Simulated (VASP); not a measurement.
SnS2, 3 atoms in the cell. It takes space group P-3m1 (No. 164, trigonal). Conventional cell: a = 3.662 Å, b = 3.662 Å, c = 6.820 Å, α = 90.00°, β = 90.00°, γ = 120.00°. Sn (site symmetry -3m) has 6 S at 2.56 Å within 3.4 Å. Within 3.4 Å of S (site symmetry 3m) lie 3 Sn at 2.56 Å. 

```yaml
Program: VASP 6.6.1
Task: single point
Functional: HSE06
Potentials_or_basis: VASP PAW PBE potentials, release 64 (Sn_d, S)
Cutoff: 400 eV
k_mesh: 6 × 6 × 4
Occupations: gaussian, width 0.02 eV
Spin: no spin polarisation
Dipole_correction: no
Grid_for_exact_exchange_PRECFOCK: Normal
Further_INCAR_settings: ALGO = Normal; EDIFF = 1e-06; NBANDS = 20
Share_of_exact_exchange: 0.25
Screening_parameter: 0.2079 1/Å
```

Potentials or basis: VASP PAW PBE potentials, release 64 (Sn_d, S).

Launch:

```console
$ cat potpaw_PBE.64/Sn_d/POTCAR potpaw_PBE.64/S/POTCAR > POTCAR
$ cp INCAR.step1 INCAR
$ mpirun -np 4 vasp_std > vasp.out
$ cp INCAR.step2 INCAR
$ mpirun -np 4 vasp_std > vasp.out
```

Hardware: 4 MPI ranks on AMD EPYC 7R13 Processor (Zen 3), with other jobs on the host.

**Question.** How long does it take, and how much memory?

**Answer.** It took 11 min on 4 MPI ranks on AMD EPYC 7R13 Processor (Zen 3), with other jobs on the host, peak memory 0.26 GiB a rank. Counts: k points 24.
